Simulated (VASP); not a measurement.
Here is a VASP 6.6.1 calculation.

POSCAR

```
Ce
1.0
    0.0000000000      2.3751760062      2.3751760062
    2.3751760062      0.0000000000      2.3751760062
    2.3751760062      2.3751760062      0.0000000000
Ce
1
Direct
    0.0000000000      0.0000000000      0.0000000000
```

INCAR.step1

```
SYSTEM = Ce
  PREC = Accurate
  ENCUT = 520
  ISMEAR = -1
  SIGMA = 0.1
  LREAL = .False.
  LASPH = .True.
  NELM = 100
  NBANDS = 12
  GGA = PE
  ALGO = Normal
  EDIFF = 1E-4
  LWAVE = .True.
  LCHARG = .False.
```

File INCAR.step2:

```
SYSTEM = Ce
  PREC = Accurate
  ENCUT = 520
  EDIFF = 1E-7
  ISMEAR = -1
  SIGMA = 0.1
  LREAL = .False.
  LASPH = .True.
  NELM = 100
  ALGO = Normal
  ISIF = 2
  LWAVE = .False.
  LCHARG = .False.
  METAGGA = R2SCAN
  LMIXTAU = .True.
  NBANDS = 12
  ISTART = 1
```

The input KPOINTS:

```
Automatic mesh
0
Gamma
  12 12 12
  0 0 0
```

Potentials or basis: VASP PAW PBE potentials, release 64 (Ce).

Launch:

```console
$ cat potpaw_PBE.64/Ce/POTCAR > POTCAR
$ cp INCAR.step1 INCAR
$ mpirun -np 1 vasp_std > vasp.out
$ cp INCAR.step2 INCAR
$ mpirun -np 1 vasp_std > vasp.out
```

Question: Predict the band gap on the k mesh.

Answer: Zero (bands 6 and 7 overlap by 0.60 eV).

Question: What does it give for the pressure?

Answer: -2.1 GPa.

Caveat: the PAW data sets were made with another functional, which shifts forces and pressure a little; spin-orbit coupling is left out, which moves the levels of the heavy elements; semilocal functionals describe open f shells poorly, which spoils levels, moments and volumes. Spin polarisation is off, so any magnetic state and its effect on volume and gap are missing.
